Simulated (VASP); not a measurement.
In4Ru, 5 atoms in the cell. It takes space group I-42m (No. 121, tetragonal). The conventional cell has a = 6.223 Å, b = 6.223 Å, c = 6.228 Å, α = 90.00°, β = 90.00°, γ = 90.00°. In (site symmetry m) has 2 Ru at 2.73 Å and 6 In at 3.16 to 3.22 Å within 3.6 Å. Within 3.6 Å of Ru (site symmetry -42m) lie 8 In at 2.73 Å. 

- Program: VASP 6.6.1
- Task: single point
- Functional: PBE
- Potentials or basis: VASP PAW PBE potentials, release 64 (In_d, Ru_pv)
- Cutoff: 520 eV
- k mesh: 8 × 8 × 8
- Occupations: gaussian, width 0.1 eV
- Spin: no spin polarisation
- Dipole correction: no
- Further INCAR settings: ALGO = Fast; EDIFF = 1e-07; NBANDS = 41

Potentials or basis: VASP PAW PBE potentials, release 64 (In_d, Ru_pv).

The run is started by

```sh
$ cat potpaw_PBE.64/In_d/POTCAR potpaw_PBE.64/Ru_pv/POTCAR > POTCAR
$ mpirun -np 1 vasp_std > vasp.out
```

Hardware: 1 thread of Intel(R) Xeon(R) Platinum 8259CL CPU @ 2.50GHz (Skylake/Cascade Lake) (shared host).

Problem. Estimate the wall time of this run.

Solution. Run time: 6.5 min on 1 thread of Intel(R) Xeon(R) Platinum 8259CL CPU @ 2.50GHz (Skylake/Cascade Lake), on a shared host, peak memory 0.4 GiB. Counts: scf iterations 20, k points 59.
